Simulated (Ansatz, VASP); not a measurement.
CaO: VASP beside Ansatz

The input POSCAR:

```
CaO
1.0
    0.0000000000      2.4386403500      2.4386403500
    2.4386403500      0.0000000000      2.4386403500
    2.4386403500      2.4386403500      0.0000000000
Ca O
1 1
Direct
    0.0000000000      0.0000000000      0.0000000000
    0.5000000000      0.5000000000      0.5000000000
```

File INCAR.step1:

```
ALGO     = Normal         # electronic algorithm
EDIFF    = 1E-4           # SCF threshold, eV
ENCUT    = 520            # plane-wave cutoff, eV
GGA      = PE             # functional
ISMEAR   = -1             # smearing method
LASPH    = T              # aspherical terms in the spheres
LCHARG   = F              # write CHGCAR
LREAL    = F              # projectors in reciprocal space
LWAVE    = T              # write WAVECAR
NBANDS   = 15             # bands
NELM     = 80             # most SCF steps
PREC     = Accurate       # precision mode
SIGMA    = 0.0428         # smearing width, eV
```

File INCAR.step2:

```
ALGO     = Normal         # electronic algorithm
EDIFF    = 1E-6           # SCF threshold, eV
ENCUT    = 520            # plane-wave cutoff, eV
ISIF     = 2              # what is computed and relaxed
ISMEAR   = -1             # smearing method
ISTART   = 1            
LASPH    = T              # aspherical terms in the spheres
LCHARG   = F              # write CHGCAR
LMIXTAU  = T            
LREAL    = F              # projectors in reciprocal space
LWAVE    = F              # write WAVECAR
METAGGA  = R2SCAN         # meta-GGA
NBANDS   = 15             # bands
NELM     = 80             # most SCF steps
PREC     = Accurate       # precision mode
SIGMA    = 0.0428         # smearing width, eV
```

Contents of KPOINTS:

```
k-points
0
Gamma
  9 9 9
```

Input for Ansatz:

```yaml
crystal:
  lattice:
    - [0.0, 2.43864035, 2.43864035]
    - [2.43864035, 0.0, 2.43864035]
    - [2.43864035, 2.43864035, 0.0]
  atoms:
    - { symbol: Ca, position: [0.0, 0.0, 0.0] }
    - { symbol: O, position: [0.5, 0.5, 0.5] }
  symmetry: { tolerance: 0.0003 }
kpoints:
  mp_grid: { grid: [9, 9, 9], shift: [0, 0, 0] }
  band_path:
    path:
      - [0.0, 0.0, 0.0]
      - [0.5, 0.0, 0.5]
      - [0.625, 0.25, 0.625]
      - [0.375, 0.375, 0.75]
      - [0.0, 0.0, 0.0]
      - [0.5, 0.5, 0.5]
      - [0.5, 0.25, 0.75]
      - [0.5, 0.0, 0.5]
    npoints: 8
magnetization:
  spin_polarized: false
scf:
  occupations: { method: fermi_dirac, width: 0.0428 }
  lower_state_search: "off"
  max_iter: 200
hamiltonian:
  pseudopotentials: { kind: paw }
  xc: r2scan
basis:
  ecutwfc: 500
  fft_grid_basis: typed
output:
  forces: true
  stress: true
  eigenvalues: true
  bader: true
  populations: true
  elf: true
  write_potential: true
  volumetric_format: npy
  dos:
    e_range: [-12, 8]
    de: 0.05
    projected: { site_lists: { Ca: [Ca], O: [O] } }
checkpoint:
  read: saved_state
```

Alike in both runs: task single point; functional r2SCAN; k mesh 9 × 9 × 9; occupations fermi-dirac, width 0.0428 eV; no spin polarisation.

|  | VASP | Ansatz |
| --- | --- | --- |
| version | VASP 6.6.1 | Ansatz 0.2.0 |
| potentials or method | VASP PAW PBE potentials, release 64 (Ca_sv, O), cutoff 520 eV | PAW plane waves |
| valence electrons in the cell | 16 | 16 |

|  | VASP | Ansatz | Ansatz less VASP |
| --- | --- | --- | --- |
| gap on the k mesh at the Fermi level (eV) | 4.25 | 4.26 | +0.008 |
| pressure (GPa) | -4.5 | -5.4 | -0.83 |

VASP's potentials were made for PBE, not for r2SCAN. With one functional, cell and mesh, what is left measures potentials, basis and numerics.
